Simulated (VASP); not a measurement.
# CuNi4 (I4/m) in VASP: notebook

The runs below take CuNi4 through single point, with PBE.

All numbers are computed with VASP 6.6.1; they aren't measurements. Logs are shortened: lines on timing, memory, paths and dates and some standing lists are left out, and cuts for length are marked.

### Step 1. The cell of the first run

Symmetry: I4/m, No. 87, tetragonal system. Conventional cell: a = 5.597 Å, b = 5.597 Å, c = 3.537 Å, α = 90.00°, β = 90.00°, γ = 90.00°. Cu (site symmetry 4/m) has 12 Ni at 2.50 to 2.51 Å within 3.3 Å. Within 3.3 Å of Ni (site symmetry m) lie 9 Ni at 2.48 to 2.51 Å and 3 Cu at 2.50 to 2.51 Å.

### Step 2. Single point, PBE

INCAR reads:

```
  ALGO = Fast
  EDIFF = 1E-7
  ENCUT = 520
  GGA = PE
  ISIF = 2
  ISMEAR = -1
  LASPH = T
  LCHARG = F
  LREAL = F
  LWAVE = F
  NBANDS = 34
  NELM = 60
  PREC = Accurate
  SIGMA = 0.15
```

KPOINTS reads:

```
k-points
0
Gamma
  12 12 12
```

POSCAR reads:

```
CuNi4
1.0
   -2.7983865106      2.7983865106      1.7683388947
    2.7983865106     -2.7983865106      1.7683388947
    2.7983865106      2.7983865106     -1.7683388947
Cu Ni
1 4
Direct
    0.0000000000      0.0000000000      0.0000000000
    0.4004999617      0.1982361425      0.5987361042
    0.8017638575      0.4004999617      0.2022638192
    0.1982361425      0.5995000383      0.7977361808
    0.5995000383      0.8017638575      0.4012638958
```

Potentials or basis: VASP PAW PBE potentials, release 64 (Cu, Ni).

Command:

```
$ cat potpaw_PBE.64/Cu/POTCAR potpaw_PBE.64/Ni/POTCAR > POTCAR
$ mpirun -np 1 vasp_std > vasp.out
```

OUTCAR:

```text
EDIFF = 1E-7
   ENCUT = 520
   GGA = PE
   ISIF = 2
   ISMEAR = -1
   LASPH = T
   LREAL = F
   NELM = 60
   PREC = Accurate

 ion  position               nearest neighbor table
   1  0.000  0.000  0.000-   2 2.50   3 2.50   4 2.50   5 2.50   5 2.51   3 2.51   4 2.51   2 2.51
                             4 2.51   3 2.51   2 2.51   5 2.51
   2  0.400  0.198  0.599-   5 2.48   3 2.49   4 2.49   4 2.49   3 2.49   1 2.50   1 2.51   1 2.51
                             5 2.51   5 2.51   4 2.51   3 2.51
   3  0.802  0.400  0.202-   4 2.48   5 2.49   2 2.49   2 2.49   5 2.49   1 2.50   1 2.51   1 2.51
                             4 2.51   4 2.51   2 2.51   5 2.51
   4  0.198  0.600  0.798-   3 2.48   5 2.49   2 2.49   2 2.49   5 2.49   1 2.50   1 2.51   1 2.51
                             3 2.51   3 2.51   5 2.51   2 2.51
   5  0.600  0.802  0.401-   2 2.48   3 2.49   4 2.49   4 2.49   3 2.49   1 2.50   1 2.51   1 2.51
                             2 2.51   2 2.51   4 2.51   3 2.51

  LATTYP: Found a body centered tetragonal cell.
 ALAT       =     5.5967730212
 C/A-ratio  =     0.6319137432

  Lattice vectors:

 A1 = (  -2.7983865106,   2.7983865106,   1.7683388947)
 A2 = (   2.7983865106,  -2.7983865106,   1.7683388947)
 A3 = (   2.7983865106,   2.7983865106,  -1.7683388947)

Analysis of symmetry for initial positions (statically):
=====================================================================
 Subroutine PRICEL returns:
 Original cell was already a primitive cell.

 Routine SETGRP: Setting up the symmetry group for a
 body centered tetragonal supercell.

 Subroutine GETGRP returns: Found  8 space group operations
 (whereof  8 operations were pure point group operations)
 out of a pool of 16 trial point group operations.

The static configuration has the point symmetry C_4h.

Analysis of symmetry for dynamics (positions and initial velocities):
=====================================================================
 Subroutine PRICEL returns:
 Original cell was already a primitive cell.

 Routine SETGRP: Setting up the symmetry group for a
 body centered tetragonal supercell.

 Subroutine GETGRP returns: Found  8 space group operations
 (whereof  8 operations were pure point group operations)
 out of a pool of 16 trial point group operations.

The dynamic configuration has the point symmetry C_4h.

 Subroutine INISYM returns: Found  8 space group operations
 (whereof  8 operations are pure point group operations),
 and found     1 'primitive' translations

----------------------------------------------------------------------------------------

                                     Primitive cell

  volume of cell :      55.3912

  direct lattice vectors                    reciprocal lattice vectors
    -2.798386511  2.798386511  1.768338895     0.000000000  0.178674389  0.282751231
     2.798386511 -2.798386511  1.768338895     0.178674389  0.000000000  0.282751231
     2.798386511  2.798386511 -1.768338895     0.178674389  0.178674389  0.000000000

  length of vectors
     4.334623002  4.334623002  4.334623002     0.334473910  0.334473910  0.252683744

  position of ions in fractional coordinates (direct lattice)
     0.000000000  0.000000000  0.000000000
     0.400499962  0.198236143  0.598736104
     0.801763857  0.400499962  0.202263819
     0.198236143  0.599500038  0.797736181
     0.599500038  0.801763857  0.401263896

  ion indices of the primitive-cell ions
   primitive index   ion index
                 1           1
                 2           2
                 3           3
                 4           4
                 5           5

----------------------------------------------------------------------------------------

 KPOINTS: k-points

Automatic generation of k-mesh.
 Grid dimensions read from file:
 generate k-points for:   12   12   12

 Generating k-lattice:

  Cartesian coordinates                     Fractional coordinates (reciprocal lattice)
     0.000000000  0.014889532  0.023562603     0.083333333 -0.000000000  0.000000000
     0.014889532  0.000000000  0.023562603    -0.000000000  0.083333333  0.000000000
     0.014889532  0.014889532  0.000000000     0.000000000  0.000000000  0.083333333

  Length of vectors
     0.027872826  0.027872826  0.021056979

  Shift w.r.t. Gamma in fractional coordinates (k-lattice)
     0.000000000  0.000000000  0.000000000

 Subroutine IBZKPT returns following result:
 ===========================================

 Found    242 irreducible k-points:

 Following reciprocal coordinates:
            Coordinates               Weight
  0.000000  0.000000  0.000000      1.000000
  0.083333  0.000000  0.000000      8.000000
  0.166667  0.000000  0.000000      8.000000
  0.250000 -0.000000  0.000000      8.000000
  0.333333  0.000000  0.000000      8.000000
  0.416667  0.000000  0.000000      8.000000
[... 16 lines left out ...]
 -0.250000  0.083333 -0.000000      8.000000
 -0.083333  0.250000  0.000000      8.000000
 [... further k-points ...]
   k-points           NKPTS =    242   k-points in BZ     NKDIM =    242   number of bands    NBANDS=     34
   number of dos      NEDOS =    301   number of ions     NIONS =      5
   total plane-waves  NPLWV =  32768
   dimension x,y,z NGX =    32 NGY =   32 NGZ =   32
   dimension x,y,z NGXF=    64 NGYF=   64 NGZF=   64
   ions per type =               1   4
   NGX,Y,Z   is equivalent  to a cutoff of  12.27, 12.27, 12.27 a.u.
   NGXF,Y,Z  is equivalent  to a cutoff of  24.55, 24.55, 24.55 a.u.
 SYSTEM =  unknown system
   PREC   = accura    normal or accurate (medium, high low for compatibility)
   ISTART =      0    job   : 0-new  1-cont  2-samecut
   ICHARG =      2    charge: 1-file 2-atom 10-const
   ISPIN  =      1    spin polarized calculation?
   LNONCOLLINEAR =      F non collinear calculations
   LSORBIT =      F    spin-orbit coupling
   LASPH  =      T    aspherical Exc in radial PAW
   ENCUT  =  520.0 eV  38.22 Ry    6.18 a.u.   8.06  8.06  8.06*2*pi/ulx,y,z
   NELM   =     60;   NELMIN=  2; NELMDL= -5     # of ELM steps
   EDIFF  = 0.1E-06   stopping-criterion for ELM
   LREAL  =      F    real-space projection
   EDIFFG = 0.1E-05   stopping-criterion for IOM
   NSW    =      0    number of steps for IOM
   IBRION =     -1    ionic relax: 0-MD 1-quasi-New 2-CG
   NFREE  =      0    steps in history (QN), initial steepest desc. (CG)
   ISIF   =      2    stress and relaxation
   ISYM   =      2    0-nonsym 1-usesym 2-fastsym
   POTIM  = 0.5000    time-step for ionic-motion
   TEBEG  =    0.0;   TEEND  =   0.0 temperature during run
   PSTRESS=    0.0 pullay stress
   NELECT =      51.0000    total number of electrons
   NUPDOWN=      -1.0000    fix difference up-down
   EMIN   =  10.00;   EMAX   =-10.00  energy-range for DOS
   EFERMI =   0.00;   METHOD = LEGACY
   ISMEAR =    -1;   SIGMA  =   0.15  broadening in eV -4-tet -1-fermi 0-gaus
   EFERMI_NEDOS =   21; number of points for ismear=-14 and -15
   IALGO  =     68    algorithm
   IMIX   =      4    mixing-type and parameters
     AMIX     =   0.40;   BMIX     =  1.00
     AMIX_MAG =   1.60;   BMIX_MAG =  1.00
  volume/ion in A,a.u.               =      11.08        74.76
  Fermi-wavevector in a.u.,A,eV,Ry     =   1.592641  3.009655 34.511256  2.536506
  Thomas-Fermi vector in A             =   2.690995
   LORBIT       =      0    0 simple, 1 ext, 2 COOP (PROOUT), +10 PAW based schemes
   GGA     = PE    functional components
   LHFCALC =     F    Hartree Fock is set to
   AEXX    =    0.0000 exact exchange contribution
   IVDW    =     0    specifies the selected vdW correction
   LEPSILON=     F    determine dielectric tensor
   LRPA    =     F    only Hartree local field effects (RPA)
 non-spin polarized calculation
 RMM-DIIS sequential band-by-band and
  energy-cutoff  :      520.00
  volume of cell :       55.39
 maximum number of plane-waves:      1518
   NGX = 17   NGY = 17   NGZ = 17

 number of electron      51.0000011 magnetization

 Free energy of the ion-electron system (eV)
  ---------------------------------------------------
  ext. energy  EPLUGINS =         0.00000000
  ---------------------------------------------------
  free energy    TOTEN  =       -25.73248646 eV

  energy without entropy =      -25.07803078  energy(sigma->0) =      -25.40525862

 E-fermi :   8.7950     XC(G=0): -13.1358

 val. band max:        8.7948257314   @ k =   0.5000   0.3333  -0.0833
 cond. band min:       8.7954304122   @ k =   0.5000   0.5000   0.0000
 fundamental gap:      0.0006046808
 Fermi energy:         8.7949515945

 k-point     1 :       0.0000    0.0000    0.0000
  band No.  band energies     occupation
      1      -0.1176      2.00000
      2       5.0908      2.00000
      3       5.1023      2.00000
      4       5.4410      2.00000
      5       5.4410      2.00000
      6       5.4627      2.00000
[... 26 lines left out ...]
     33      18.6889      0.00000
     34      18.8026      0.00000

 k-point     2 :       0.0833    0.0000    0.0000
  band No.  band energies     occupation
      1       0.0074      2.00000
      2       5.0622      2.00000
      3       5.1105      2.00000
      4       5.3308      2.00000
      5       5.3685      2.00000
      6       5.5251      2.00000
[... 26 lines left out ...]
     33      17.6712      0.00000
     34      18.3714      0.00000

 k-point     3 :       0.1667    0.0000    0.0000
  band No.  band energies     occupation
      1       0.3776      2.00000
      2       4.9773      2.00000
      3       5.0774      2.00000
      4       5.1959      2.00000
      5       5.3611      2.00000
      6       5.4701      2.00000
[... 26 lines left out ...]
     33      16.4080      0.00000
     34      17.6667      0.00000
[... 704 lines left out ...]
 k-point    23 :      -0.2500    0.0833   -0.0000
  band No.  band energies     occupation
      1       0.5853      2.00000
      2       4.8135      2.00000
      3       4.8641      2.00000
      4       5.2380      2.00000
      5       5.3078      2.00000
      6       5.3935      2.00000
[... 26 lines left out ...]
     33      17.3482      0.00000
     34      18.4485      0.00000

 k-point    24 :      -0.0833    0.2500    0.0000
  band No.  band energies     occupation
      1       0.5847      2.00000
      2       4.7757      2.00000
      3       5.0308      2.00000
      4       5.0613      2.00000
      5       5.3399      2.00000
      6       5.3933      2.00000
[... 26 lines left out ...]
     33      16.8093      0.00000
     34      18.6322      0.00000

 [... further k-points ...]

------------------------ aborting loop because EDIFF is reached ----------------------------------------

  FORCE on cell =-STRESS in cart. coord.  units (eV):
  Direction    XX          YY          ZZ          XY          YZ          ZX
  --------------------------------------------------------------------------------------
  -------------------------------------------------------------------------------------
  Total        0.0164318      0.0164318      0.0152572     -0.0000001      0.0000000      0.0000000
  in kB        0.4752853      0.4752853      0.4413121     -0.0000024      0.0000000      0.0000000
  external PRESSURE =       0.4639609 kB  Pullay stress =       0.0000000 kB

 VOLUME and BASIS-vectors are now :
 -----------------------------------------------------------------------------
  energy-cutoff  :      520.00
  volume of cell :       55.39
      direct lattice vectors                 reciprocal lattice vectors
    -2.798386511  2.798386511  1.768338895     0.000000000  0.178674389  0.282751231
     2.798386511 -2.798386511  1.768338895     0.178674389  0.000000000  0.282751231
     2.798386511  2.798386511 -1.768338895     0.178674389  0.178674389  0.000000000

 POSITION                                       TOTAL-FORCE (eV/Angst)
 -----------------------------------------------------------------------------------
      0.00000      0.00000      0.00000        -0.000000     -0.000000     -0.000000
      1.10948      2.24151      0.00000        -0.003385      0.002697      0.000000
     -0.55688      1.68890      1.76834         0.002697      0.003385      0.000000
      3.35527      1.10948      0.00000        -0.002697     -0.003385     -0.000000
      1.68890      0.55688      1.76834         0.003385     -0.002697     -0.000000
 -----------------------------------------------------------------------------------
    total drift:                                0.000000      0.000000     -0.000000

  FREE ENERGIE OF THE ION-ELECTRON SYSTEM (eV)
  ---------------------------------------------------
  free  energy   TOTEN  =       -25.7324864624 eV

  energy  without entropy=      -25.0780307773  energy(sigma->0) =      -25.40525862
```

It took 11 min on 1 thread of Intel Xeon 8259CL, shared host; peak memory 0.48 GiB.

Results:

```yaml
Free_energy: -25.7325 eV
Pressure: 0.0 GPa
Largest_force: 0.004 eV/Å
Band_gap_on_the_k_mesh: zero (an odd number of electrons rules out a gap without spin polarisation)
```

Forces in eV/Å, atoms in the order of the input:
```
Cu   0.000  0.000  0.000
Ni  -0.003  0.003  0.000
Ni   0.003  0.003  0.000
Ni  -0.003 -0.003  0.000
Ni   0.003 -0.003  0.000
```

Spin polarisation is off, so any magnetic state and its effect on volume and gap are missing.

### Step 3. Single point, PBE, collinear spin, antiferromagnetic start

This run uses another cell than the first one, of 10.59 Å³/atom.

INCAR reads:

```
SYSTEM = CuNi4
PREC     = Accurate       ! precision mode
ENCUT    = 520            ! plane-wave cutoff, eV
EDIFF    = 1E-6           ! SCF threshold, eV
ISMEAR   = 0              ! smearing method
SIGMA    = 0.1            ! smearing width, eV
LREAL    = .False.        ! projectors in reciprocal space
LASPH    = .True.         ! aspherical terms in the spheres
NELM     = 150            ! most SCF steps
ALGO     = Normal         ! electronic algorithm
ISIF     = 2              ! what is computed and relaxed
LWAVE    = .False.        ! write WAVECAR
LCHARG   = .False.        ! write CHGCAR
ISPIN    = 2              ! spin polarisation
MAGMOM   = 0 -2 -2 2 2    ! initial moments
LORBIT   = 11             ! projections on sites
LMAXMIX  = 4              ! l up to which the mixer works
GGA      = PE             ! functional
NBANDS   = 38             ! bands
```

KPOINTS reads:

```
regular mesh
0
Gamma
  6 6 6
  0 0 0
```

POSCAR reads:

```
CuNi4
1.0
   -2.7561728400      2.7561728400      1.7431567600
    2.7561728400     -2.7561728400      1.7431567600
    2.7561728400      2.7561728400     -1.7431567600
Cu Ni
1 4
Direct
    0.0000000000      0.0000000000      0.0000000000
    0.4000000000      0.2000000000      0.6000000000
    0.8000000000      0.4000000000      0.2000000000
    0.2000000000      0.6000000000      0.8000000000
    0.6000000000      0.8000000000      0.4000000000
```

Potentials or basis: VASP PAW PBE potentials, release 64 (Cu, Ni).

Command:

```
$ cat potpaw_PBE.64/Cu/POTCAR potpaw_PBE.64/Ni/POTCAR > POTCAR
$ mpirun -np 1 vasp_std > vasp.out
```

Run time: 6.2 min. Hardware: 1 thread of Intel Xeon 8259CL, shared host; peak memory 0.33 GiB.

The run converged. Its results:

* Free energy: -25.3128 eV
* Pressure: 8.3 GPa
* Largest force: 0.146 eV/Å
* Net moment: 0.00 μB per cell
* Valence electrons inside the program's atomic spheres: Cu 10.13; Ni 9.37

Forces in eV/Å, atoms in the order of the input:
```
Cu   0.000  0.000  0.000
Ni  -0.146  0.001  0.000
Ni   0.001  0.146  0.000
Ni  -0.001 -0.146  0.000
Ni   0.146 -0.001  0.000
```

Levels at points of the mesh, in eV from the Fermi level:
Spin up:
```
           k point  band 23  band 24  band 25  band 26  band 27  band 28  band 29  band 30
(0.00, 0.00, 0.00)    -0.43    -0.43    -0.04     0.01     3.70     3.87     3.99     3.99
(0.50, 0.00, 0.00)    -0.29    -0.19    -0.13    -0.06    -0.02     0.36     3.31     3.54
(0.50, 0.00, 0.50)    -0.29    -0.19    -0.13    -0.06    -0.02     0.36     3.31     3.54
(0.50, 0.50, 0.00)    -0.26    -0.10    -0.01     0.09     0.09     2.51     6.14     6.28
(0.00, 0.00, 0.50)    -0.26    -0.10    -0.01     0.09     0.09     2.51     6.14     6.28
(0.50, 0.50, 0.50)    -0.07    -0.02     0.08     0.10     0.10     0.35     0.35     2.51
```
Spin down:
| k point | band 23 | band 24 | band 25 | band 26 | band 27 | band 28 | band 29 | band 30 |
| --- | --- | --- | --- | --- | --- | --- | --- | --- |
| (0.00, 0.00, 0.00) | -0.43 | -0.43 | -0.04 | 0.01 | 3.70 | 3.87 | 3.99 | 3.99 |
| (0.50, 0.00, 0.00) | -0.29 | -0.19 | -0.13 | -0.06 | -0.02 | 0.36 | 3.31 | 3.54 |
| (0.50, 0.00, 0.50) | -0.29 | -0.19 | -0.13 | -0.06 | -0.02 | 0.36 | 3.31 | 3.54 |
| (0.50, 0.50, 0.00) | -0.26 | -0.10 | -0.01 | 0.09 | 0.09 | 2.51 | 6.14 | 6.28 |
| (0.00, 0.00, 0.50) | -0.26 | -0.10 | -0.01 | 0.09 | 0.09 | 2.51 | 6.14 | 6.28 |
| (0.50, 0.50, 0.50) | -0.07 | -0.02 | 0.08 | 0.10 | 0.10 | 0.35 | 0.35 | 2.51 |

Caveat: the cell stands under pressure.
